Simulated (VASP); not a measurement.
# Ni (Fm-3m) in VASP: further runs

The runs below take Ni through single point, relaxation of cell and atoms, with PBE.

Everything below comes from runs of VASP 6.6.1. Logs are shortened: lines on timing, memory, paths and dates and some standing lists are left out, and cuts for length are marked.

**1. The cell of the first run**

Symmetry: Fm-3m, No. 225, cubic system. Conventional cell: a = 3.519 Å, b = 3.519 Å, c = 3.519 Å, α = 90.00°, β = 90.00°, γ = 90.00°. Ni (site symmetry m-3m) has 12 Ni at 2.49 Å within 3.3 Å.

**2. Single point, PBE, collinear spin, ferromagnetic start**

INCAR reads:

```
SYSTEM = Ni
ALGO = Normal
EDIFF = 1E-6
ENCUT = 520
GGA = PE
ISIF = 2
ISMEAR = -1
ISPIN = 2
LASPH = .True.
LCHARG = .False.
LMAXMIX = 4
LORBIT = 11
LREAL = .False.
LWAVE = .False.
MAGMOM = 1.5
NBANDS = 15
NELM = 150
PREC = Accurate
SIGMA = 0.1
```

KPOINTS reads:

```
k-points
0
Gamma
  11 11 11
  0 0 0
```

POSCAR reads:

```
Ni
1.0
    0.0000000000      1.7594173437      1.7594173437
    1.7594173437      0.0000000000      1.7594173437
    1.7594173437      1.7594173437      0.0000000000
Ni
1
Direct
    0.0000000000      0.0000000000      0.0000000000
```

Potentials or basis: VASP PAW PBE potentials, release 64 (Ni).

Command:

```
> cat potpaw_PBE.64/Ni/POTCAR > POTCAR
> mpirun -np 1 vasp_std > vasp.out
```

OUTCAR:

```text
SYSTEM = Ni
   EDIFF = 1E-6
   ENCUT = 520
   GGA = PE
   ISIF = 2
   ISMEAR = -1
   ISPIN = 2
   LASPH = .True.
   LORBIT = 11
   LREAL = .False.
   NELM = 150
   PREC = Accurate

 ion  position               nearest neighbor table
   1  0.000  0.000  0.000-

  LATTYP: Found a face centered cubic cell.
 ALAT       =     3.5188346874

  Lattice vectors:

 A1 = (   0.0000000000,   1.7594173437,   1.7594173437)
 A2 = (   1.7594173437,   0.0000000000,   1.7594173437)
 A3 = (   1.7594173437,   1.7594173437,   0.0000000000)

Analysis of symmetry for initial positions (statically):
=====================================================================
 Subroutine PRICEL returns:
 Original cell was already a primitive cell.

 Routine SETGRP: Setting up the symmetry group for a
 face centered cubic supercell.

 Subroutine GETGRP returns: Found 48 space group operations
 (whereof 48 operations were pure point group operations)
 out of a pool of 48 trial point group operations.

The static configuration has the point symmetry O_h .

Analysis of symmetry for dynamics (positions and initial velocities):
=====================================================================
 Subroutine PRICEL returns:
 Original cell was already a primitive cell.

 Routine SETGRP: Setting up the symmetry group for a
 face centered cubic supercell.

 Subroutine GETGRP returns: Found 48 space group operations
 (whereof 48 operations were pure point group operations)
 out of a pool of 48 trial point group operations.

The dynamic configuration has the point symmetry O_h .

Analysis of structural, dynamic, and magnetic symmetry:
=====================================================================
 Subroutine PRICEL returns:
 Original cell was already a primitive cell.

 Routine SETGRP: Setting up the symmetry group for a
 face centered cubic supercell.

 Subroutine GETGRP returns: Found 48 space group operations
 (whereof 48 operations were pure point group operations)
 out of a pool of 48 trial point group operations.

The overall configuration has the point symmetry O_h .

 Subroutine INISYM returns: Found 48 space group operations
 (whereof 48 operations are pure point group operations),
 and found     1 'primitive' translations

----------------------------------------------------------------------------------------

                                     Primitive cell

  volume of cell :      10.8927

  direct lattice vectors                    reciprocal lattice vectors
     0.000000000  1.759417344  1.759417344    -0.284184990  0.284184990  0.284184990
     1.759417344  0.000000000  1.759417344     0.284184990 -0.284184990  0.284184990
     1.759417344  1.759417344  0.000000000     0.284184990  0.284184990 -0.284184990

  length of vectors
     2.488191869  2.488191869  2.488191869     0.492222841  0.492222841  0.492222841

  position of ions in fractional coordinates (direct lattice)
     0.000000000  0.000000000  0.000000000

  ion indices of the primitive-cell ions
   primitive index   ion index
                 1           1

----------------------------------------------------------------------------------------

 KPOINTS: k-points

Automatic generation of k-mesh.
 Grid dimensions read from file:
 generate k-points for:   11   11   11

 Generating k-lattice:

  Cartesian coordinates                     Fractional coordinates (reciprocal lattice)
    -0.025834999  0.025834999  0.025834999     0.090909091  0.000000000  0.000000000
     0.025834999 -0.025834999  0.025834999     0.000000000  0.090909091  0.000000000
     0.025834999  0.025834999 -0.025834999     0.000000000  0.000000000  0.090909091

  Length of vectors
     0.044747531  0.044747531  0.044747531

  Shift w.r.t. Gamma in fractional coordinates (k-lattice)
     0.000000000  0.000000000  0.000000000

 Subroutine IBZKPT returns following result:
 ===========================================

 Found     56 irreducible k-points:

 Following reciprocal coordinates:
            Coordinates               Weight
  0.000000  0.000000  0.000000      1.000000
  0.090909  0.000000  0.000000      8.000000
  0.181818  0.000000  0.000000      8.000000
  0.272727  0.000000  0.000000      8.000000
  0.363636  0.000000  0.000000      8.000000
  0.454545  0.000000  0.000000      8.000000
[... 16 lines left out ...]
 -0.272727  0.181818  0.000000     24.000000
 -0.181818  0.181818  0.000000     12.000000
 [... further k-points ...]
   k-points           NKPTS =     56   k-points in BZ     NKDIM =     56   number of bands    NBANDS=     15
   number of dos      NEDOS =    301   number of ions     NIONS =      1
   total plane-waves  NPLWV =   8000
   dimension x,y,z NGX =    20 NGY =   20 NGZ =   20
   dimension x,y,z NGXF=    40 NGYF=   40 NGZF=   40
   ions per type =               1
   NGX,Y,Z   is equivalent  to a cutoff of  13.36, 13.36, 13.36 a.u.
   NGXF,Y,Z  is equivalent  to a cutoff of  26.73, 26.73, 26.73 a.u.
 SYSTEM =  Ni
   PREC   = accura    normal or accurate (medium, high low for compatibility)
   ISTART =      0    job   : 0-new  1-cont  2-samecut
   ICHARG =      2    charge: 1-file 2-atom 10-const
   ISPIN  =      2    spin polarized calculation?
   LNONCOLLINEAR =      F non collinear calculations
   LSORBIT =      F    spin-orbit coupling
   LASPH  =      T    aspherical Exc in radial PAW
   ENCUT  =  520.0 eV  38.22 Ry    6.18 a.u.   4.63  4.63  4.63*2*pi/ulx,y,z
   NELM   =    150;   NELMIN=  2; NELMDL= -5     # of ELM steps
   EDIFF  = 0.1E-05   stopping-criterion for ELM
   LREAL  =      F    real-space projection
   EDIFFG = 0.1E-04   stopping-criterion for IOM
   NSW    =      0    number of steps for IOM
   IBRION =     -1    ionic relax: 0-MD 1-quasi-New 2-CG
   NFREE  =      0    steps in history (QN), initial steepest desc. (CG)
   ISIF   =      2    stress and relaxation
   ISYM   =      2    0-nonsym 1-usesym 2-fastsym
   POTIM  = 0.5000    time-step for ionic-motion
   TEBEG  =    0.0;   TEEND  =   0.0 temperature during run
   PSTRESS=    0.0 pullay stress
   NELECT =      10.0000    total number of electrons
   NUPDOWN=      -1.0000    fix difference up-down
   EMIN   =  10.00;   EMAX   =-10.00  energy-range for DOS
   EFERMI =   0.00;   METHOD = LEGACY
   ISMEAR =    -1;   SIGMA  =   0.10  broadening in eV -4-tet -1-fermi 0-gaus
   EFERMI_NEDOS =   21; number of points for ismear=-14 and -15
   IALGO  =     38    algorithm
   IMIX   =      4    mixing-type and parameters
     AMIX     =   0.40;   BMIX     =  1.00
     AMIX_MAG =   1.60;   BMIX_MAG =  1.00
  volume/ion in A,a.u.               =      10.89        73.51
  Fermi-wavevector in a.u.,A,eV,Ry     =   1.591094  3.006733 34.444258  2.531582
  Thomas-Fermi vector in A             =   2.689688
   LORBIT       =     11    0 simple, 1 ext, 2 COOP (PROOUT), +10 PAW based schemes
   GGA     = PE    functional components
   LHFCALC =     F    Hartree Fock is set to
   AEXX    =    0.0000 exact exchange contribution
   IVDW    =     0    specifies the selected vdW correction
   LEPSILON=     F    determine dielectric tensor
   LRPA    =     F    only Hartree local field effects (RPA)
 spin polarized calculation
  energy-cutoff  :      520.00
  volume of cell :       10.89
 maximum number of plane-waves:       306
   NGX =  9   NGY =  9   NGZ =  9

 number of electron      10.0000009 magnetization       0.5792678

 Free energy of the ion-electron system (eV)
  ---------------------------------------------------
  ext. energy  EPLUGINS =         0.00000000
  ---------------------------------------------------
  free energy    TOTEN  =        -5.49914128 eV

  energy without entropy =       -5.44470817  energy(sigma->0) =       -5.47192473

 E-fermi :   9.3379     XC(G=0): -13.2482

 val. band max:        9.3252175360   @ k =   0.3636   0.2727   0.0000
 cond. band min:       9.3915960548   @ k =   0.3636   0.2727   0.0000
 fundamental gap:      0.0663785188
 Fermi energy:         9.3379221849

 spin component 1

 k-point     1 :       0.0000    0.0000    0.0000
  band No.  band energies     occupation
      1       0.3604      1.00000
      2       6.9638      1.00000
      3       6.9638      1.00000
      4       6.9638      1.00000
      5       8.1206      0.99999
      6       8.1206      0.99999
      7      33.0750      0.00000
      8      36.9261      0.00000
      9      36.9261      0.00000
     10      36.9261      0.00000
     11      39.8686      0.00000
     12      39.8686      0.00000
     13      39.8686      0.00000
     14      42.8288      0.00000
     15      49.1227      0.00000
[... 397 lines left out ...]
 k-point    24 :      -0.1818    0.1818    0.0000
  band No.  band energies     occupation
      1       3.4259      1.00000
      2       6.3735      1.00000
      3       7.0734      1.00000
      4       7.5861      1.00000
      5       7.6978      1.00000
      6       8.8788      0.98996
      7      24.6707      0.00000
      8      25.4901      0.00000
      9      35.3774      0.00000
     10      36.3575      0.00000
     11      38.4592      0.00000
     12      41.4447      0.00000
     13      42.0554      0.00000
     14      47.5899      0.00000
     15      50.8372      0.00000

 [... further k-points ...]

 spin component 2

 k-point     1 :       0.0000    0.0000    0.0000
  band No.  band energies     occupation
      1       0.3197      1.00000
      2       7.6553      1.00000
      3       7.6553      1.00000
      4       7.6553      1.00000
      5       8.6779      0.99864
      6       8.6779      0.99864
      7      32.9121      0.00000
      8      36.9036      0.00000
      9      36.9036      0.00000
     10      36.9036      0.00000
     11      39.9536      0.00000
     12      39.9536      0.00000
     13      39.9536      0.00000
     14      42.6961      0.00000
     15      49.2973      0.00000
[... 397 lines left out ...]
 k-point    24 :      -0.1818    0.1818    0.0000
  band No.  band energies     occupation
      1       3.4261      1.00000
      2       6.9884      1.00000
      3       7.6542      1.00000
      4       8.2284      0.99998
      5       8.3099      0.99997
      6       9.5128      0.14822
      7      24.7982      0.00000
      8      25.5567      0.00000
      9      35.3371      0.00000
     10      36.4112      0.00000
     11      38.3677      0.00000
     12      41.4880      0.00000
     13      42.1502      0.00000
     14      47.7474      0.00000
     15      50.8078      0.00000

 [... further k-points ...]
[... 5 lines left out ...]
  --------------------------------------------------------------------------------------
  -------------------------------------------------------------------------------------
  Total        0.0108465      0.0108465      0.0108465      0.0000000      0.0000000      0.0000000
  in kB        1.5953799      1.5953799      1.5953799      0.0000000      0.0000000      0.0000000
  external PRESSURE =       1.5953799 kB  Pullay stress =       0.0000000 kB

 VOLUME and BASIS-vectors are now :
 -----------------------------------------------------------------------------
  energy-cutoff  :      520.00
  volume of cell :       10.89
      direct lattice vectors                 reciprocal lattice vectors
     0.000000000  1.759417344  1.759417344    -0.284184990  0.284184990  0.284184990
     1.759417344  0.000000000  1.759417344     0.284184990 -0.284184990  0.284184990
     1.759417344  1.759417344  0.000000000     0.284184990  0.284184990 -0.284184990

 POSITION                                       TOTAL-FORCE (eV/Angst)
 -----------------------------------------------------------------------------------
      0.00000      0.00000      0.00000        -0.000000     -0.000000     -0.000000
 -----------------------------------------------------------------------------------
    total drift:                                0.000000     -0.000000      0.000000

  FREE ENERGIE OF THE ION-ELECTRON SYSTEM (eV)
  ---------------------------------------------------
  free  energy   TOTEN  =        -5.4991412794 eV

  energy  without entropy=       -5.4447081726  energy(sigma->0) =       -5.47192473

 total charge

# of ion       s       p       d       tot
------------------------------------------
    1        0.496   0.497   8.315   9.308

 magnetization (x)

# of ion       s       p       d       tot
------------------------------------------
    1       -0.007  -0.025   0.625   0.592
```

It took 16 s on 1 thread of Intel Xeon Platinum 8259CL at 2.50GHz (Skylake/Cascade Lake), shared host; peak memory 0.14 GiB.

What came out:

```yaml
Free_energy: -5.4991 eV
Pressure: 0.2 GPa
Net_moment: 0.58 μB per cell
Site_moments: Ni +0.59 μB
Valence_electrons_inside_the_program's_atomic_spheres: Ni 9.31
```

[end of part 1 of 2]
